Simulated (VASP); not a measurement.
Set up this calculation in VASP 6.6.1, as the native input.

```
Task                   : single point
Functional             : PBE
Potentials or basis    : VASP PAW PBE potentials, release 64 (In_d, O)
Cutoff                 : 520 eV
k mesh                 : 16 × 16 × 16
Occupations            : gaussian, width 0.1 eV
Spin                   : collinear spin, ferromagnetic start
Starting moments       : [0.0, 0.57, 0.57] μB
Dipole correction      : no
Further INCAR settings : ALGO = Normal; EDIFF = 1e-06; NBANDS = 24
```

The structure of InO2 lies in POSCAR:

```
InO2
1.0
    0.0000000000      2.6488415896      2.6488415896
    2.6488415896      0.0000000000      2.6488415896
    2.6488415896      2.6488415896      0.0000000000
In O
1 2
Direct
    0.0000000000      0.0000000000      0.0000000000
    0.2500000000      0.2500000000      0.2500000000
    0.5000000000      0.5000000000      0.5000000000
```

The cell was built from a structure type or drawn by symmetry, and may not be a known phase.

One way to write it, as run:

INCAR

```
SYSTEM = InO2
PREC = Accurate
ENCUT = 520
EDIFF = 1E-6
ISMEAR = 0
SIGMA = 0.1
LREAL = .False.
LASPH = .True.
NELM = 150
ALGO = Normal
ISIF = 2
LWAVE = .False.
LCHARG = .False.
ISPIN = 2
MAGMOM = 0 0.57 0.57
LORBIT = 11
GGA = PE
NBANDS = 24
```

KPOINTS

```
regular mesh
0
Gamma
  16 16 16
  0 0 0
```

Potentials or basis: VASP PAW PBE potentials, release 64 (In_d, O).

Run with:

```bash
$ cat potpaw_PBE.64/In_d/POTCAR potpaw_PBE.64/O/POTCAR > POTCAR
$ mpirun -np 1 vasp_std > vasp.out
```

Results of the run:

| Property | Result |
| --- | --- |
| Pressure | 0.1 GPa |
| Band gap on the k mesh | zero (filled and empty bands overlap) |
| Net moment | 1.03 μB per cell |
| Site moments | In -0.04; O +0.33, +0.61 μB |
| Valence electrons inside the program's atomic spheres | In 11.07; O 4.88, 4.82 |

Caveat: spin-orbit coupling is left out, which moves the levels of the heavy elements.

Wall time 2.3 min on 1 thread of Intel(R) Xeon(R) Platinum 8488C (Sapphire Rapids), with other jobs on the host, peak memory 0.3 GiB.
